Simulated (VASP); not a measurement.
# RbBr (P4mm) in VASP: a series of runs

The runs below take RbBr through single point, with PBEsol.

Everything below comes from runs of VASP 6.6.1. Logs are shortened: lines on timing, memory, paths and dates and some standing lists are left out, and cuts for length are marked.

### Step 1. The cell of the first run

It takes space group P4mm (No. 99, tetragonal). The conventional cell has a = 4.126 Å, b = 4.126 Å, c = 4.126 Å, α = 90.00°, β = 90.00°, γ = 90.00°. Rb (site symmetry 4mm) has 8 Br at 3.41 to 3.75 Å and 6 Rb at 4.13 Å within 4.5 Å. Br (site symmetry 4mm) has 8 Rb at 3.41 to 3.75 Å and 6 Br at 4.13 Å within 4.5 Å.

### Step 2. Single point, PBEsol (atom 1 (Rb) moved by (+0.000, -0.300) A along [1 1 0] and z)

INCAR

```
SYSTEM = RbBr
  PREC = Accurate
  ENCUT = 520
  EDIFF = 1E-7
  ISMEAR = 0
  SIGMA = 0.05
  LREAL = .FALSE.
  LASPH = .TRUE.
  NELM = 60
  ALGO = Normal
  ISIF = 2
  LWAVE = .FALSE.
  LCHARG = .FALSE.
  GGA = PS
  NBANDS = 15
```

KPOINTS

```
Automatic mesh
0
G
  6 6 6
  0 0 0
```

POSCAR

```
RbBr
1.0
    4.1260773000      0.0000000000      0.0000000000
    0.0000000000      4.1260773000      0.0000000000
    0.0000000000      0.0000000000      4.1260773000
Rb Br
1 1
Direct
    0.0000000000      0.0000000000     -0.0727082840
    0.5000000000      0.5000000000      0.5000000000
```

Potentials or basis: VASP PAW PBE potentials, release 64 (Rb_sv, Br).

Started as:

```
$ cat potpaw_PBE.64/Rb_sv/POTCAR potpaw_PBE.64/Br/POTCAR > POTCAR
$ mpirun -np 1 vasp_std > vasp.out
```

OUTCAR:

```text
SYSTEM = RbBr
   PREC = Accurate
   ENCUT = 520
   EDIFF = 1E-7
   ISMEAR = 0
   LREAL = .FALSE.
   LASPH = .TRUE.
   NELM = 60
   ISIF = 2
   GGA = PS

 ion  position               nearest neighbor table
   1  0.000  0.000  0.927-   2 3.41   2 3.41   2 3.41   2 3.41   2 3.75   2 3.75   2 3.75   2 3.75

   2  0.500  0.500  0.500-   1 3.41   1 3.41   1 3.41   1 3.41   1 3.75   1 3.75   1 3.75   1 3.75

  LATTYP: Found a simple cubic cell.
 ALAT       =     4.1260773000

  Lattice vectors:

 A1 = (   4.1260773000,   0.0000000000,   0.0000000000)
 A2 = (   0.0000000000,   4.1260773000,   0.0000000000)
 A3 = (   0.0000000000,   0.0000000000,   4.1260773000)

Analysis of symmetry for initial positions (statically):
=====================================================================
 Subroutine PRICEL returns:
 Original cell was already a primitive cell.

 Routine SETGRP: Setting up the symmetry group for a
 simple cubic supercell.

 Subroutine GETGRP returns: Found  8 space group operations
 (whereof  8 operations were pure point group operations)
 out of a pool of 48 trial point group operations.

The static configuration has the point symmetry C_4v.

Analysis of symmetry for dynamics (positions and initial velocities):
=====================================================================
 Subroutine PRICEL returns:
 Original cell was already a primitive cell.

 Routine SETGRP: Setting up the symmetry group for a
 simple cubic supercell.

 Subroutine GETGRP returns: Found  8 space group operations
 (whereof  8 operations were pure point group operations)
 out of a pool of 48 trial point group operations.

The dynamic configuration has the point symmetry C_4v.

 Subroutine INISYM returns: Found  8 space group operations
 (whereof  8 operations are pure point group operations),
 and found     1 'primitive' translations

----------------------------------------------------------------------------------------

                                     Primitive cell

  volume of cell :      70.2445

  direct lattice vectors                    reciprocal lattice vectors
     4.126077300  0.000000000  0.000000000     0.242360947  0.000000000  0.000000000
     0.000000000  4.126077300  0.000000000     0.000000000  0.242360947  0.000000000
     0.000000000  0.000000000  4.126077300     0.000000000  0.000000000  0.242360947

  length of vectors
[... 92 lines left out ...]
   PSTRESS=    0.0 pullay stress
   NELECT =      16.0000    total number of electrons
   NUPDOWN=      -1.0000    fix difference up-down
   EMIN   =  10.00;   EMAX   =-10.00  energy-range for DOS
   EFERMI =   0.00;   METHOD = LEGACY
   ISMEAR =     0;   SIGMA  =   0.05  broadening in eV -4-tet -1-fermi 0-gaus
   EFERMI_NEDOS =   21; number of points for ismear=-14 and -15
   IALGO  =     38    algorithm
   IMIX   =      4    mixing-type and parameters
     AMIX     =   0.40;   BMIX     =  1.00
     AMIX_MAG =   1.60;   BMIX_MAG =  1.00
  volume/ion in A,a.u.               =      35.12       237.02
  Fermi-wavevector in a.u.,A,eV,Ry     =   0.999795  1.889338 13.600238  0.999589
  Thomas-Fermi vector in A             =   2.132108
   LORBIT       =      0    0 simple, 1 ext, 2 COOP (PROOUT), +10 PAW based schemes
   GGA     = PS    functional components
   LHFCALC =     F    Hartree Fock is set to
   AEXX    =    0.0000 exact exchange contribution
   IVDW    =     0    specifies the selected vdW correction
   LEPSILON=     F    determine dielectric tensor
   LRPA    =     F    only Hartree local field effects (RPA)
 non-spin polarized calculation
 Gauss-broadening in eV      SIGMA  =   0.05
  energy-cutoff  :      520.00
  volume of cell :       70.24
 maximum number of plane-waves:      1924
 NGX is ok and might be reduce to    32
   NGX = 15   NGY = 15   NGZ = 15

 number of electron      16.0000002 magnetization

 Free energy of the ion-electron system (eV)
  ---------------------------------------------------
  ext. energy  EPLUGINS =         0.00000000
  ---------------------------------------------------
  free energy    TOTEN  =        -6.26612980 eV

  energy without entropy =       -6.26612980  energy(sigma->0) =       -6.26612980

 E-fermi :  -0.5718     XC(G=0):  -8.1024

 val. band max:       -0.7892020054   @ k =   0.5000   0.5000   0.0000
 cond. band min:       3.1409488483   @ k =   0.0000   0.0000   0.0000
 fundamental gap:      3.9301508537
 Fermi energy:        -0.5717511590

 k-point     1 :       0.0000    0.0000    0.0000
  band No.  band energies     occupation
      1     -25.7701      2.00000
      2     -13.4270      2.00000
      3      -9.7688      2.00000
      4      -9.7688      2.00000
      5      -9.7606      2.00000
      6      -0.9737      2.00000
      7      -0.9434      2.00000
      8      -0.9434      2.00000
      9       3.1409      0.00000
     10       4.6647      0.00000
     11       4.8901      0.00000
     12       9.0690      0.00000
     13       9.2304      0.00000
     14       9.2304      0.00000
[... 401 lines left out ...]
      2     -13.3612      2.00000
      3      -9.9288      2.00000
      4      -9.8084      2.00000
      5      -9.7851      2.00000
      6      -2.0048      2.00000
      7      -1.3310      2.00000
      8      -1.2004      2.00000
      9       5.4971      0.00000
     10       6.0942      0.00000
     11       6.6209      0.00000
     12       7.8475      0.00000
     13       8.1112      0.00000
     14       8.3360      0.00000
     15      10.5835      0.00000

 [... further k-points ...]

------------------------ aborting loop because EDIFF is reached ----------------------------------------

  FORCE on cell =-STRESS in cart. coord.  units (eV):
  Direction    XX          YY          ZZ          XY          YZ          ZX
  --------------------------------------------------------------------------------------
  -------------------------------------------------------------------------------------
  Total       -0.0328763     -0.0328763     -0.0971828      0.0000000      0.0000000      0.0000000
  in kB       -0.7498615     -0.7498615     -2.2166030      0.0000000      0.0000000      0.0000000
  external PRESSURE =      -1.2387753 kB  Pullay stress =       0.0000000 kB

 VOLUME and BASIS-vectors are now :
 -----------------------------------------------------------------------------
  energy-cutoff  :      520.00
  volume of cell :       70.24
      direct lattice vectors                 reciprocal lattice vectors
     4.126077300  0.000000000  0.000000000     0.242360947  0.000000000  0.000000000
     0.000000000  4.126077300  0.000000000     0.000000000  0.242360947  0.000000000
     0.000000000  0.000000000  4.126077300     0.000000000  0.000000000  0.242360947

 POSITION                                       TOTAL-FORCE (eV/Angst)
 -----------------------------------------------------------------------------------
      0.00000      0.00000      3.82608         0.000000      0.000000      0.206886
      2.06304      2.06304      2.06304        -0.000000      0.000000     -0.206886
 -----------------------------------------------------------------------------------
    total drift:                                0.000000      0.000000      0.000005

  FREE ENERGIE OF THE ION-ELECTRON SYSTEM (eV)
  ---------------------------------------------------
  free  energy   TOTEN  =        -6.2661297999 eV

  energy  without entropy=       -6.2661297999  energy(sigma->0) =       -6.26612980
```

stdout:

```text
POSCAR found type information on POSCAR RbBr
 POSCAR found :  2 types and       2 ions
 scaLAPACK will be used
 -----------------------------------------------------------------------------
|                                                                             |
|                                                                             |
|     You enforced a specific xc type in the INCAR file but a different       |
|     I HOPE YOU KNOW WHAT YOU ARE DOING!                                     |
|                                                                             |
 -----------------------------------------------------------------------------

 LDA part: xc-table for (Slater+PW92), standard interpolation
 POSCAR, INCAR and KPOINTS ok, starting setup
 FFT: planning ... GRIDC
 FFT: planning ... GRID_SOFT
 FFT: planning ... GRID
 WAVECAR not read
 entering main loop
```

Run time: 44 s. Hardware: 1 thread of Intel Xeon 8259CL, shared host; peak memory 0.2 GiB.

What came out:

* Free energy: -6.2661 eV
* Pressure: -0.1 GPa
* Largest force: 0.207 eV/Å
* Band gap on the k mesh: 3.93 eV (least direct gap 4.08 eV)

Forces in eV/Å, atoms in the order of the input:
```
Rb   0.000  0.000  0.207
Br   0.000  0.000 -0.207
```

Stress tensor (GPa, compression positive):
```
-0.07  0.00  0.00
 0.00 -0.07  0.00
 0.00  0.00 -0.22
```

Caveat: the cell differs from its parent crystal (atom 1 (Rb) moved by (+0.000, -0.300) A along [1 1 0] and z); the PAW data sets were made with another functional, which shifts forces and pressure a little. A k mesh can miss the band edges.

### Step 3. Single point, PBEsol (atom 1 (Rb) moved by (+0.000, -0.150) A along [1 1 0] and z)

INCAR

```
  PREC = Accurate
  ENCUT = 520
  EDIFF = 1E-6
  ISMEAR = 0
  SIGMA = 0.05
  LREAL = F
  LASPH = T
  NELM = 80
  ALGO = Normal
  ISIF = 2
  LWAVE = F
  LCHARG = F
  GGA = PS
  NBANDS = 15
```

KPOINTS

```
regular mesh
0
Gamma
  6 6 6
```

Edit POSCAR of step 2 so:

```diff
@@ -8,3 +8,3 @@
 Direct
-    0.0000000000      0.0000000000     -0.0727082840
+    0.0000000000      0.0000000000     -0.0363541420
     0.5000000000      0.5000000000      0.5000000000
```

Potentials or basis: VASP PAW PBE potentials, release 64 (Rb_sv, Br).

Started as:

```
$ cat potpaw_PBE.64/Rb_sv/POTCAR potpaw_PBE.64/Br/POTCAR > POTCAR
$ mpirun -np 1 vasp_std > vasp.out
```

OUTCAR:

```text
PREC = Accurate
   ENCUT = 520
   EDIFF = 1E-6
   ISMEAR = 0
   LREAL = F
   LASPH = T
   NELM = 80
   ISIF = 2
   GGA = PS

 ion  position               nearest neighbor table
   1  0.000  0.000  0.964-   2 3.49   2 3.49   2 3.49   2 3.49   2 3.66   2 3.66   2 3.66   2 3.66

   2  0.500  0.500  0.500-   1 3.49   1 3.49   1 3.49   1 3.49   1 3.66   1 3.66   1 3.66   1 3.66

  LATTYP: Found a simple cubic cell.
 ALAT       =     4.1260773000

  Lattice vectors:

 A1 = (   4.1260773000,   0.0000000000,   0.0000000000)
 A2 = (   0.0000000000,   4.1260773000,   0.0000000000)
 A3 = (   0.0000000000,   0.0000000000,   4.1260773000)

Analysis of symmetry for initial positions (statically):
=====================================================================
 Subroutine PRICEL returns:
 Original cell was already a primitive cell.

 Routine SETGRP: Setting up the symmetry group for a
 simple cubic supercell.

 Subroutine GETGRP returns: Found  8 space group operations
 (whereof  8 operations were pure point group operations)
 out of a pool of 48 trial point group operations.

[... 175 lines left out ...]
      4      -9.7832      2.00000
      5      -9.7811      2.00000
      6      -0.9384      2.00000
      7      -0.9305      2.00000
      8      -0.9305      2.00000
      9       3.1366      0.00000
     10       4.6858      0.00000
     11       4.7426      0.00000
     12       9.1180      0.00000
     13       9.1590      0.00000
     14       9.1590      0.00000
[... 401 lines left out ...]
      2     -13.3414      2.00000
      3      -9.9475      2.00000
      4      -9.8211      2.00000
      5      -9.8032      2.00000
      6      -2.0010      2.00000
      7      -1.3108      2.00000
      8      -1.2080      2.00000
      9       5.5570      0.00000
     10       6.0795      0.00000
     11       6.6453      0.00000
     12       7.8625      0.00000
     13       8.0112      0.00000
     14       8.2781      0.00000
     15      10.6709      0.00000

 [... further k-points ...]

------------------------ aborting loop because EDIFF is reached ----------------------------------------

  FORCE on cell =-STRESS in cart. coord.  units (eV):
  Direction    XX          YY          ZZ          XY          YZ          ZX
  --------------------------------------------------------------------------------------
  -------------------------------------------------------------------------------------
  Total       -0.1945217     -0.1945217     -0.2086105      0.0000000      0.0000000      0.0000000
  in kB       -4.4367653     -4.4367653     -4.7581131      0.0000000      0.0000000      0.0000000
  external PRESSURE =      -4.5438812 kB  Pullay stress =       0.0000000 kB

 VOLUME and BASIS-vectors are now :
 -----------------------------------------------------------------------------
  energy-cutoff  :      520.00
  volume of cell :       70.24
      direct lattice vectors                 reciprocal lattice vectors
     4.126077300  0.000000000  0.000000000     0.242360947  0.000000000  0.000000000
     0.000000000  4.126077300  0.000000000     0.000000000  0.242360947  0.000000000
     0.000000000  0.000000000  4.126077300     0.000000000  0.000000000  0.242360947

 POSITION                                       TOTAL-FORCE (eV/Angst)
 -----------------------------------------------------------------------------------
      0.00000      0.00000      3.97608        -0.000000      0.000000      0.100819
      2.06304      2.06304      2.06304         0.000000     -0.000000     -0.100819
 -----------------------------------------------------------------------------------
    total drift:                                0.000000      0.000000     -0.000152

  FREE ENERGIE OF THE ION-ELECTRON SYSTEM (eV)
  ---------------------------------------------------
  free  energy   TOTEN  =        -6.2891129049 eV

  energy  without entropy=       -6.2891129049  energy(sigma->0) =       -6.28911290
```

stdout:

```text
POSCAR found type information on POSCAR RbBr
 POSCAR found :  2 types and       2 ions
 scaLAPACK will be used
 -----------------------------------------------------------------------------
|                                                                             |
|                                                                             |
|     You enforced a specific xc type in the INCAR file but a different       |
|     I HOPE YOU KNOW WHAT YOU ARE DOING!                                     |
|                                                                             |
 -----------------------------------------------------------------------------

 LDA part: xc-table for (Slater+PW92), standard interpolation
 POSCAR, INCAR and KPOINTS ok, starting setup
 FFT: planning ... GRIDC
 FFT: planning ... GRID_SOFT
 FFT: planning ... GRID
 WAVECAR not read
 entering main loop
```

Wall time 34 s (1 thread of Intel Xeon 8259CL, shared host); peak memory 0.2 GiB.

Results:

```yaml
Free_energy: -6.2891 eV
Pressure: -0.5 GPa
Largest_force: 0.101 eV/Å
Band_gap_on_the_k_mesh: 3.91 eV (least direct gap 4.07 eV)
```

Forces in eV/Å, atoms in the order of the input:
```
Rb   0.000  0.000  0.101
Br   0.000  0.000 -0.101
```

Caveat: the cell differs from its parent crystal (atom 1 (Rb) moved by (+0.000, -0.150) A along [1 1 0] and z); the PAW data sets were made with another functional, which shifts forces and pressure a little.
